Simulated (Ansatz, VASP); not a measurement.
## Two plane-wave programs on Nb

```
CELL_PARAMETERS angstrom
0.00000 2.11500 2.11500
2.11500 0.00000 2.11500
2.11500 2.11500 0.00000
ATOMIC_POSITIONS crystal
Nb 0.00000 0.00000 0.00000
```

Alike in both runs: task single point; functional LDA; k mesh 8 × 8 × 8; occupations gaussian, width 0.1 eV; no spin polarisation.

|  | VASP | Ansatz |
| --- | --- | --- |
| version | VASP 6.6.1 | Ansatz 0.2.0 |
| potentials or method | VASP PAW LDA potentials, release 64 (Nb_sv), cutoff 500 eV | scalar-relativistic, plane waves, PAW |
| valence electrons in the cell | 13 | 13 |

|  | VASP | Ansatz | Ansatz less VASP |
| --- | --- | --- | --- |
| gap on the k mesh at the Fermi level (eV) | none | none | - |
| pressure (GPa) | -11.1 | -10.9 | +0.16 |

LDA's correlation is that of Perdew and Zunger in VASP and of Perdew and Wang (1992) in Ansatz. A gap of «none» marks a metal or a gap that the smearing closes.
